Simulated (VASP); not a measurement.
# SrTiO3 in VASP: a series of runs

Runs on SrTiO3. Level: r2SCAN+U. Tasks: single point.

All numbers are computed with VASP 6.6.1; they aren't measurements. Logs are shortened: lines on timing, memory, paths and dates and some standing lists are left out, and cuts for length are marked.

## 1. The cell of the first run

Symmetry: P4/mmm, No. 123, tetragonal system. The conventional cell has a = 3.800 Å, b = 3.800 Å, c = 3.988 Å, α = 90.00°, β = 90.00°, γ = 90.00°. Within 3.5 Å of Sr (site symmetry 4/mmm) lie 12 O at 2.69 to 2.75 Å and 8 Ti at 3.35 Å. Ti (site symmetry 4/mmm) has 6 O at 1.90 to 1.99 Å within 2.5 Å. O (site symmetry mmm) has 2 Ti at 1.90 Å within 2.5 Å. O (site symmetry 4/mmm) has 2 Ti at 1.99 Å and 4 Sr at 2.69 Å and 8 O at 2.75 Å within 2.8 Å.

## 2. Single point, r2SCAN+U (biaxial strain in the a-b plane: -3.0 %)

POSCAR

```
SrTiO3
1.0
    3.8001799102      0.0000000000      0.0000000000
    0.0000000000      3.8001799102      0.0000000000
    0.0000000000      0.0000000000      3.9882300501
Sr Ti O
1 1 3
Direct
    0.0000000000      0.0000000000      0.0000000000
    0.5000000000      0.5000000000      0.5000000000
    0.5000000000      0.0000000000      0.5000000000
    0.5000000000      0.5000000000      0.0000000000
    0.0000000000      0.5000000000      0.5000000000
```

INCAR.step1

```
SYSTEM = SrTiO3
PREC = Accurate
ENCUT = 520
ISMEAR = 0
SIGMA = 0.02
LREAL = .False.
LASPH = .True.
NELM = 150
LMAXMIX = 4
LDAU = .True.
LDAUTYPE = 2
LDAUL = -1 2 -1
LDAUU = 0 4 0
LDAUJ = 0 0 0
NBANDS = 28
GGA = PE
ALGO = Normal
EDIFF = 1E-4
LWAVE = .True.
LCHARG = .False.
```

INCAR.step2

```
SYSTEM = SrTiO3
PREC = Accurate
ENCUT = 520
EDIFF = 1E-6
ISMEAR = 0
SIGMA = 0.02
LREAL = .False.
LASPH = .True.
NELM = 150
ALGO = Normal
ISIF = 2
LWAVE = .False.
LCHARG = .True.
LMAXMIX = 4
LDAU = .True.
LDAUTYPE = 2
LDAUL = -1 2 -1
LDAUU = 0 4 0
LDAUJ = 0 0 0
LDAUPRINT = 1
METAGGA = R2SCAN
LMIXTAU = .True.
LELF = .True.
LVHAR = .True.
NBANDS = 28
ISTART = 1
```

KPOINTS

```
Automatic mesh
0
Gamma
  6 6 6
  0 0 0
```

Potentials or basis: VASP PAW PBE potentials, release 64 (Sr_sv, Ti_sv, O).

Command:

```console
cat potpaw_PBE.64/Sr_sv/POTCAR potpaw_PBE.64/Ti_sv/POTCAR potpaw_PBE.64/O/POTCAR > POTCAR
cp INCAR.step1 INCAR
mpirun -np 1 vasp_std > vasp.out
cp INCAR.step2 INCAR
mpirun -np 1 vasp_std > vasp.out
```

OUTCAR:

```text
SYSTEM = SrTiO3
   PREC = Accurate
   ENCUT = 520
   EDIFF = 1E-6
   ISMEAR = 0
   LREAL = .False.
   LASPH = .True.
   NELM = 150
   ISIF = 2
   METAGGA = R2SCAN
   ISTART = 1

 ion  position               nearest neighbor table
   1  0.000  0.000  0.000-   4 2.69   4 2.69   4 2.69   4 2.69   5 2.75   3 2.75   5 2.75   5 2.75
                             3 2.75   5 2.75   3 2.75   3 2.75   2 3.35   2 3.35   2 3.35   2 3.35
   2  0.500  0.500  0.500-   3 1.90   5 1.90   3 1.90   5 1.90   4 1.99   4 1.99   1 3.35   1 3.35
                             1 3.35   1 3.35   1 3.35   1 3.35   1 3.35   1 3.35
   3  0.500  0.000  0.500-   2 1.90   2 1.90   1 2.75   1 2.75   1 2.75   1 2.75
   4  0.500  0.500  0.000-   2 1.99   2 1.99   1 2.69   1 2.69   1 2.69   1 2.69
   5  0.000  0.500  0.500-   2 1.90   2 1.90   1 2.75   1 2.75   1 2.75   1 2.75

  LATTYP: Found a simple tetragonal cell.
 ALAT       =     3.8001799102
 C/A-ratio  =     1.0494845361

  Lattice vectors:

 A1 = (   3.8001799102,   0.0000000000,   0.0000000000)
 A2 = (   0.0000000000,   3.8001799102,   0.0000000000)
 A3 = (   0.0000000000,   0.0000000000,   3.9882300501)

Analysis of symmetry for initial positions (statically):
=====================================================================
 Subroutine PRICEL returns:
 Original cell was already a primitive cell.

 Routine SETGRP: Setting up the symmetry group for a
 simple tetragonal supercell.

 Subroutine GETGRP returns: Found 16 space group operations
 (whereof 16 operations were pure point group operations)
 out of a pool of 16 trial point group operations.

The static configuration has the point symmetry D_4h.

Analysis of symmetry for dynamics (positions and initial velocities):
=====================================================================
 Subroutine PRICEL returns:
 Original cell was already a primitive cell.

 Routine SETGRP: Setting up the symmetry group for a
 simple tetragonal supercell.

 Subroutine GETGRP returns: Found 16 space group operations
 (whereof 16 operations were pure point group operations)
 out of a pool of 16 trial point group operations.

The dynamic configuration has the point symmetry D_4h.

 Subroutine INISYM returns: Found 16 space group operations
 (whereof 16 operations are pure point group operations),
 and found     1 'primitive' translations

----------------------------------------------------------------------------------------

                                     Primitive cell

  volume of cell :      57.5955

  direct lattice vectors                    reciprocal lattice vectors
     3.800179910  0.000000000  0.000000000     0.263145436  0.000000000  0.000000000
     0.000000000  3.800179910  0.000000000     0.000000000  0.263145436  0.000000000
     0.000000000  0.000000000  3.988230050     0.000000000  0.000000000  0.250737793

  length of vectors
     3.800179910  3.800179910  3.988230050     0.263145436  0.263145436  0.250737793

  position of ions in fractional coordinates (direct lattice)
     0.000000000  0.000000000  0.000000000
     0.500000000  0.500000000  0.500000000
     0.500000000  0.000000000  0.500000000
     0.500000000  0.500000000  0.000000000
     0.000000000  0.500000000  0.500000000

  ion indices of the primitive-cell ions
   primitive index   ion index
                 1           1
                 2           2
[... 37 lines left out ...]
  0.333333  0.166667  0.000000      8.000000
[... 16 lines left out ...]
  0.333333  0.000000  0.333333      8.000000
  0.500000  0.000000  0.333333      4.000000
 [... further k-points ...]
   k-points           NKPTS =     40   k-points in BZ     NKDIM =     40   number of bands    NBANDS=     28
   number of dos      NEDOS =    301   number of ions     NIONS =      5
   total plane-waves  NPLWV =  23520
   dimension x,y,z NGX =    28 NGY =   28 NGZ =   30
   dimension x,y,z NGXF=    56 NGYF=   56 NGZF=   60
   ions per type =               1   1   3
   NGX,Y,Z   is equivalent  to a cutoff of  12.25, 12.25, 12.51 a.u.
   NGXF,Y,Z  is equivalent  to a cutoff of  24.50, 24.50, 25.01 a.u.
 SYSTEM =  SrTiO3
   PREC   = accura    normal or accurate (medium, high low for compatibility)
   ISTART =      1    job   : 0-new  1-cont  2-samecut
   ICHARG =      0    charge: 1-file 2-atom 10-const
   ISPIN  =      1    spin polarized calculation?
   LNONCOLLINEAR =      F non collinear calculations
   LSORBIT =      F    spin-orbit coupling
   LASPH  =      T    aspherical Exc in radial PAW
   ENCUT  =  520.0 eV  38.22 Ry    6.18 a.u.   7.07  7.07  7.42*2*pi/ulx,y,z
   NELM   =    150;   NELMIN=  2; NELMDL=  0     # of ELM steps
   EDIFF  = 0.1E-05   stopping-criterion for ELM
   LREAL  =      F    real-space projection
   EDIFFG = 0.1E-04   stopping-criterion for IOM
   NSW    =      0    number of steps for IOM
   IBRION =     -1    ionic relax: 0-MD 1-quasi-New 2-CG
   NFREE  =      0    steps in history (QN), initial steepest desc. (CG)
   ISIF   =      2    stress and relaxation
   ISYM   =      2    0-nonsym 1-usesym 2-fastsym
   POTIM  = 0.5000    time-step for ionic-motion
   TEBEG  =    0.0;   TEEND  =   0.0 temperature during run
   PSTRESS=    0.0 pullay stress
   NELECT =      40.0000    total number of electrons
   NUPDOWN=      -1.0000    fix difference up-down
   EMIN   =  10.00;   EMAX   =-10.00  energy-range for DOS
   EFERMI =   0.00;   METHOD = LEGACY
   ISMEAR =     0;   SIGMA  =   0.02  broadening in eV -4-tet -1-fermi 0-gaus
   EFERMI_NEDOS =   21; number of points for ismear=-14 and -15
   IALGO  =     38    algorithm
   IMIX   =      4    mixing-type and parameters
     AMIX     =   0.40;   BMIX     =  1.00
     AMIX_MAG =   1.60;   BMIX_MAG =  1.00
  volume/ion in A,a.u.               =      11.52        77.73
  Fermi-wavevector in a.u.,A,eV,Ry     =   1.449768  2.739665 28.597115  2.101829
  Thomas-Fermi vector in A             =   2.567457
   LORBIT       =      0    0 simple, 1 ext, 2 COOP (PROOUT), +10 PAW based schemes
 LDA+U is selected, type is set to LDAUTYPE =  2
   angular momentum for each species LDAUL =    -1    2   -1
   U (eV)           for each species LDAUU =   0.0  4.0  0.0
   J (eV)           for each species LDAUJ =   0.0  0.0  0.0
   METAGGA = R2SCAN    functional components
   LHFCALC =     F    Hartree Fock is set to
   AEXX    =    0.0000 exact exchange contribution
   IVDW    =     0    specifies the selected vdW correction
   LEPSILON=     F    determine dielectric tensor
   LRPA    =     F    only Hartree local field effects (RPA)
 non-spin polarized calculation
 Gauss-broadening in eV      SIGMA  =   0.02
  energy-cutoff  :      520.00
  volume of cell :       57.60
 maximum number of plane-waves:      1576
   NGX = 15   NGY = 15   NGZ = 15

atom =   2  type =  2  l = 2

 onsite density matrix

spin component  1

  0.1047 -0.0000  0.0000  0.0000 -0.0000
 -0.0000  0.0945  0.0000  0.0000  0.0000
  0.0000  0.0000  0.2436 -0.0000  0.0000
  0.0000  0.0000 -0.0000  0.0945  0.0000
 -0.0000  0.0000  0.0000  0.0000  0.2777

spin component  2

  0.1047 -0.0000  0.0000  0.0000 -0.0000
 -0.0000  0.0945  0.0000  0.0000  0.0000
  0.0000  0.0000  0.2436 -0.0000  0.0000
  0.0000  0.0000 -0.0000  0.0945  0.0000
 -0.0000  0.0000  0.0000  0.0000  0.2777

 occupancies and eigenvectors

  o =  0.0945  v =  0.0000  0.9940 -0.0000 -0.1093  0.0000  0.0000  0.0000  0.0000  0.0000  0.0000      0.0000  0.0000  0.0000  0.0000  0.0000  0.0000  0.0000  0.0000  0.0000  0.0000
  o =  0.0945  v =  0.0000  0.0000  0.0000  0.0000  0.0000  0.0000  0.9940 -0.0000 -0.1093  0.0000      0.0000  0.0000  0.0000  0.0000  0.0000  0.0000  0.0000  0.0000  0.0000  0.0000
  o =  0.0945  v =  0.0000 -0.1093 -0.0000 -0.9940 -0.0000  0.0000  0.0000  0.0000  0.0000  0.0000      0.0000  0.0000  0.0000  0.0000  0.0000  0.0000  0.0000  0.0000  0.0000  0.0000
  o =  0.0945  v =  0.0000  0.0000  0.0000  0.0000  0.0000  0.0000 -0.1093 -0.0000 -0.9940 -0.0000      0.0000  0.0000  0.0000  0.0000  0.0000  0.0000  0.0000  0.0000  0.0000  0.0000
  o =  0.1047  v =  1.0000  0.0000  0.0000  0.0000  0.0000  0.0000  0.0000  0.0000  0.0000  0.0000      0.0000  0.0000  0.0000  0.0000  0.0000  0.0000  0.0000  0.0000  0.0000  0.0000
  o =  0.1047  v =  0.0000  0.0000  0.0000  0.0000  0.0000  1.0000  0.0000  0.0000  0.0000  0.0000      0.0000  0.0000  0.0000  0.0000  0.0000  0.0000  0.0000  0.0000  0.0000  0.0000
  o =  0.2436  v =  0.0000  0.0000  0.0000  0.0000  0.0000  0.0000  0.0000  1.0000 -0.0000 -0.0000      0.0000  0.0000  0.0000  0.0000  0.0000  0.0000  0.0000  0.0000  0.0000  0.0000
  o =  0.2436  v =  0.0000  0.0000  1.0000 -0.0000 -0.0000  0.0000  0.0000  0.0000  0.0000  0.0000      0.0000  0.0000  0.0000  0.0000  0.0000  0.0000  0.0000  0.0000  0.0000  0.0000
  o =  0.2777  v =  0.0000  0.0000  0.0000  0.0000  0.0000  0.0000  0.0000 -0.0000  0.0000 -1.0000      0.0000  0.0000  0.0000  0.0000  0.0000  0.0000  0.0000  0.0000  0.0000  0.0000
  o =  0.2777  v =  0.0000  0.0000 -0.0000  0.0000 -1.0000  0.0000  0.0000  0.0000  0.0000  0.0000      0.0000  0.0000  0.0000  0.0000  0.0000  0.0000  0.0000  0.0000  0.0000  0.0000

 number of electron      39.9999985 magnetization

 Free energy of the ion-electron system (eV)
  ---------------------------------------------------
  ext. energy  EPLUGINS =         0.00000000
  ---------------------------------------------------
  free energy    TOTEN  =       -60.48918551 eV

  energy without entropy =      -60.48918551  energy(sigma->0) =      -60.48918551

 E-fermi :   4.4213     XC(G=0): -12.1299

 val. band max:        4.3380003506   @ k =   0.5000   0.5000   0.5000
 cond. band min:       7.1828908049   @ k =   0.0000   0.0000   0.0000
 fundamental gap:      2.8448904543
 Fermi energy:         4.4213277613

 k-point     1 :       0.0000    0.0000    0.0000
  band No.  band energies     occupation
      1     -55.2168      2.00000
      2     -30.4052      2.00000
      3     -30.4052      2.00000
      4     -30.3670      2.00000
      5     -29.5097      2.00000
      6     -14.3850      2.00000
[... 733 lines left out ...]
     27      13.2243      0.00000
     28      14.1720      0.00000

 [... further k-points ...]
[... 5 lines left out ...]
  --------------------------------------------------------------------------------------
  -------------------------------------------------------------------------------------
  Total        6.5225881      6.5225881      1.2349999      0.0000000      0.0000000      0.0000000
  in kB      181.4437523    181.4437523     34.3549240      0.0000000      0.0000000      0.0000000
  external PRESSURE =     132.4141429 kB  Pullay stress =       0.0000000 kB

 VOLUME and BASIS-vectors are now :
 -----------------------------------------------------------------------------
  energy-cutoff  :      520.00
  volume of cell :       57.60
      direct lattice vectors                 reciprocal lattice vectors
     3.800179910  0.000000000  0.000000000     0.263145436  0.000000000  0.000000000
     0.000000000  3.800179910  0.000000000     0.000000000  0.263145436  0.000000000
     0.000000000  0.000000000  3.988230050     0.000000000  0.000000000  0.250737793

 POSITION                                       TOTAL-FORCE (eV/Angst)
 -----------------------------------------------------------------------------------
      0.00000      0.00000      0.00000         0.000000      0.000000      0.000000
      1.90009      1.90009      1.99412         0.000000      0.000000      0.000000
      1.90009      0.00000      1.99412         0.000000      0.000000      0.000000
      1.90009      1.90009      0.00000         0.000000      0.000000      0.000000
      0.00000      1.90009      1.99412         0.000000      0.000000      0.000000
 -----------------------------------------------------------------------------------
    total drift:                                0.000000      0.000000      0.000000

  FREE ENERGIE OF THE ION-ELECTRON SYSTEM (eV)
  ---------------------------------------------------
  free  energy   TOTEN  =       -60.4891855132 eV

  energy  without entropy=      -60.4891855132  energy(sigma->0) =      -60.48918551
```

Wall time 93 s (1 thread of Intel Xeon 6975P-C (Granite Rapids), shared host); peak memory 0.21 GiB.

Results:

```
Free energy            : -60.4892 eV
Pressure               : 13.2 GPa
Band gap on the k mesh : 2.84 eV (least direct gap 3.33 eV)
```

Eigenvalues of the final occupation matrices:
```
    site  spin  trace               eigenvalues
site 2 d     1   0.81  0.09 0.09 0.10 0.24 0.28
site 2 d     2   0.81  0.09 0.09 0.10 0.24 0.28
```

Caveat: the cell differs from its parent crystal (biaxial strain in the a-b plane: -3.0 %); the stress differs along the axes, from 3 to 18 GPa; the PAW data sets were made with another functional, which shifts forces and pressure a little. A k mesh can miss the band edges.

(Continued in part 2 of 3.)
